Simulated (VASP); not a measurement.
# Ge (I4_1/amd) in VASP: a series of runs, part 2 of 2

VASP 6.6.1.

## (5) Single point, PBEsol (strain +0.050 along x and y, -0.050 along z)

INCAR reads:

```
SYSTEM = Ge
PREC = Accurate
ENCUT = 520
EDIFF = 1E-6
ISMEAR = 0
SIGMA = 0.15
LREAL = .False.
LASPH = .True.
NELM = 80
ALGO = Normal
ISIF = 2
LWAVE = .False.
LCHARG = .False.
GGA = PS
NBANDS = 21
```

KPOINTS reads:

```
Automatic mesh
0
Gamma
  20 20 20
  0 0 0
```

POSCAR reads:

```
Ge
1.0
   -2.7032142050      2.7032142050      1.3275420110
    2.7032142050     -2.7032142050      1.3275420110
    2.7032142050      2.7032142050     -1.3275420110
Ge
2
Direct
    0.2500000000      0.7500000000      0.5000000000
    0.5000000000      0.5000000000      0.0000000000
```

Potentials or basis: VASP PAW PBE potentials, release 64 (Ge_d).

Run with:

```console
$ cat potpaw_PBE.64/Ge_d/POTCAR > POTCAR
$ mpirun -np 1 vasp_std > vasp.out
```

OUTCAR:

```text
SYSTEM = Ge
   PREC = Accurate
   ENCUT = 520
   EDIFF = 1E-6
   ISMEAR = 0
   LREAL = .False.
   LASPH = .True.
   NELM = 80
   ISIF = 2
   GGA = PS

 ion  position               nearest neighbor table
   1  0.250  0.750  0.500-   2 2.78   2 2.78   2 2.78   2 2.78
   2  0.500  0.500  0.000-   1 2.78   1 2.78   1 2.78   1 2.78

  LATTYP: Found a body centered tetragonal cell.
 ALAT       =     5.4064284100
 C/A-ratio  =     0.4910976010

  Lattice vectors:

 A1 = (  -2.7032142050,   2.7032142050,   1.3275420110)
 A2 = (   2.7032142050,  -2.7032142050,   1.3275420110)
 A3 = (   2.7032142050,   2.7032142050,  -1.3275420110)

Analysis of symmetry for initial positions (statically):
=====================================================================
 Subroutine PRICEL returns:
 Original cell was already a primitive cell.

 Routine SETGRP: Setting up the symmetry group for a
 body centered tetragonal supercell.

 Subroutine GETGRP returns: Found 16 space group operations
 (whereof  8 operations were pure point group operations)
 out of a pool of 16 trial point group operations.

The static configuration has the point symmetry D_2d.
 The point group associated with its full space group is D_4h.

Analysis of symmetry for dynamics (positions and initial velocities):
=====================================================================
 Subroutine PRICEL returns:
 Original cell was already a primitive cell.

 Routine SETGRP: Setting up the symmetry group for a
 body centered tetragonal supercell.

 Subroutine GETGRP returns: Found 16 space group operations
 (whereof  8 operations were pure point group operations)
 out of a pool of 16 trial point group operations.

The dynamic configuration has the point symmetry D_2d.
 The point group associated with its full space group is D_4h.

 Subroutine INISYM returns: Found 16 space group operations
[... 110 lines left out ...]
   EMIN   =  10.00;   EMAX   =-10.00  energy-range for DOS
   EFERMI =   0.00;   METHOD = LEGACY
   ISMEAR =     0;   SIGMA  =   0.15  broadening in eV -4-tet -1-fermi 0-gaus
   EFERMI_NEDOS =   21; number of points for ismear=-14 and -15
   IALGO  =     38    algorithm
   IMIX   =      4    mixing-type and parameters
     AMIX     =   0.40;   BMIX     =  1.00
     AMIX_MAG =   1.60;   BMIX_MAG =  1.00
  volume/ion in A,a.u.               =      19.40       130.93
  Fermi-wavevector in a.u.,A,eV,Ry     =   1.468378  2.774831 29.335971  2.156133
  Thomas-Fermi vector in A             =   2.583883
   LORBIT       =      0    0 simple, 1 ext, 2 COOP (PROOUT), +10 PAW based schemes
   GGA     = PS    functional components
   LHFCALC =     F    Hartree Fock is set to
   AEXX    =    0.0000 exact exchange contribution
   IVDW    =     0    specifies the selected vdW correction
   LEPSILON=     F    determine dielectric tensor
   LRPA    =     F    only Hartree local field effects (RPA)
 non-spin polarized calculation
 Gauss-broadening in eV      SIGMA  =   0.15
  energy-cutoff  :      520.00
  volume of cell :       38.80
 maximum number of plane-waves:      1069
   NGX = 15   NGY = 15   NGZ = 15

 number of electron      27.9999990 magnetization

 Free energy of the ion-electron system (eV)
  ---------------------------------------------------
  ext. energy  EPLUGINS =         0.00000000
  ---------------------------------------------------
  free energy    TOTEN  =        -9.43960386 eV

  energy without entropy =       -9.42930971  energy(sigma->0) =       -9.43445678

 E-fermi :   6.1311     XC(G=0): -11.2283

 val. band max:        6.1299873489   @ k =  -0.4000   0.3500   0.0000
 cond. band min:       6.1348062632   @ k =  -0.1500  -0.2500   0.0500
 fundamental gap:      0.0048189143
 Fermi energy:         6.1310617548

 k-point     1 :       0.0000    0.0000    0.0000
  band No.  band energies     occupation
      1     -18.5057      2.00000
      2     -18.4810      2.00000
      3     -18.4732      2.00000
      4     -18.4134      2.00000
      5     -18.3034      2.00000
      6     -18.3034      2.00000
[... 565 lines left out ...]
     20      15.1169      0.00000
     21      16.0300      0.00000

 [... further k-points ...]

------------------------ aborting loop because EDIFF is reached ----------------------------------------

  FORCE on cell =-STRESS in cart. coord.  units (eV):
  Direction    XX          YY          ZZ          XY          YZ          ZX
  --------------------------------------------------------------------------------------
  -------------------------------------------------------------------------------------
  Total       -1.4302803     -1.4302803      0.6991446      0.0000000      0.0000000      0.0000000
  in kB      -59.0557996    -59.0557996     28.8674474      0.0000000      0.0000000      0.0000000
  external PRESSURE =     -29.7480506 kB  Pullay stress =       0.0000000 kB

 VOLUME and BASIS-vectors are now :
 -----------------------------------------------------------------------------
  energy-cutoff  :      520.00
  volume of cell :       38.80
      direct lattice vectors                 reciprocal lattice vectors
    -2.703214205  2.703214205  1.327542011     0.000000000  0.184964994  0.376635915
     2.703214205 -2.703214205  1.327542011     0.184964994  0.000000000  0.376635915
     2.703214205  2.703214205 -1.327542011     0.184964994  0.184964994  0.000000000

 POSITION                                       TOTAL-FORCE (eV/Angst)
 -----------------------------------------------------------------------------------
      2.70321      0.00000      0.66377        -0.000000     -0.000000     -0.000000
      0.00000      0.00000      1.32754         0.000000      0.000000      0.000000
 -----------------------------------------------------------------------------------
    total drift:                                0.000000     -0.000000      0.000000

  FREE ENERGIE OF THE ION-ELECTRON SYSTEM (eV)
  ---------------------------------------------------
  free  energy   TOTEN  =        -9.4396038551 eV

  energy  without entropy=       -9.4293097087  energy(sigma->0) =       -9.43445678
```

It took 3.1 min on 1 thread of Intel Xeon 6975P-C (Granite Rapids), shared host; peak memory 0.49 GiB.

Results:

```yaml
Free_energy: -9.4396 eV
Pressure: -3.0 GPa
Band_gap_on_the_k_mesh: zero (bands 14 and 15 overlap by 4.37 eV)
```

Stress tensor (GPa, compression positive):
```
-5.91  0.00  0.00
 0.00 -5.91  0.00
 0.00  0.00  2.89
```

Caveat: the cell differs from its parent crystal (strain +0.050 along x and y, -0.050 along z); the PAW data sets were made with another functional, which shifts forces and pressure a little.

## (6) Summary

```tsv
cell	gap on the mesh (eV)	pressure (GPa)
a = 3.790 Å, angles 97.0, 97.0, 139.0°, 2 atoms	none	9.1
a = 3.912 Å, angles 97.7, 97.7, 137.0°, 2 atoms	none	-2.5
a = 3.973 Å, angles 96.8, 96.8, 139.9°, 2 atoms	none	-2.2
a = 4.047 Å, angles 96.2, 96.2, 141.7°, 2 atoms	none	-3.0
```

Alike in all rows: task single point; level PBEsol; potentials or basis VASP PAW PBE potentials, release 64 (Ge_d); no spin polarisation; k mesh 20 × 20 × 20; cutoff (eV) 520; smearing gaussian 0.15 eV.

Caveats: the PAW data sets were made with another functional, which shifts forces and pressure a little; the cell stands under pressure (at least some runs).

Total energies depend on the potentials used, so only differences within one code and one set of settings carry meaning.
